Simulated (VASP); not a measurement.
The system is SrTiO3.

```
Sr Ti O
1.0
     3.90528    0.00000    0.00000
     0.00000    3.90528    0.00000
     0.00000    0.00000    3.90528
Sr Ti O
1 1 3
Direct
  0.50000 0.50000 0.50000
  0.00000 0.00000 0.00000
  0.50000 0.00000 0.00000
  0.00000 0.50000 0.00000
  0.00000 0.00000 0.50000
```

```yaml
Program: VASP 6.6.1
Task: relaxation of cell and atoms
Functional: PBE
Potentials_or_basis: VASP PAW PBE potentials, release 64 (Sr_sv, Ti_sv, O)
Cutoff: 600 eV
k_mesh: 10 × 10 × 10
Occupations: gaussian, width 0.02 eV
Spin: no spin polarisation
```

At the start: pressure 4.7 GPa; volume 11.91 Å³/atom.

Question: Where does the relaxation end?

Answer: Over 3 steps the energy falls by 4.6 meV/atom and the volume is 12.23 Å³/atom (+2.7 %); space group Pm-3m (No. 221, to 0.1 Å) before and after.

Step by step:
| step | energy change (eV) | largest force (eV/Å) | pressure (GPa) | volume (Å³) |
| --- | --- | --- | --- | --- |
| 1 | 0.0000 | 0.0000 | 4.71 | 59.56 |
| 2 | -0.0055 | 0.0000 | -3.78 | 62.63 |
| 3 | -0.0232 | 0.0000 | -0.02 | 61.17 |

Final structure:
```xyz
5
Lattice="3.9402 0.0000 0.0000 0.0000 3.9402 0.0000 0.0000 0.0000 3.9402" Properties=species:S:1:pos:R:3 pbc="T T T"
Sr    1.9701    1.9701    1.9701
Ti    0.0000    0.0000    0.0000
O     1.9701    0.0000    0.0000
O     0.0000    1.9701    0.0000
O     0.0000    0.0000    1.9701
```
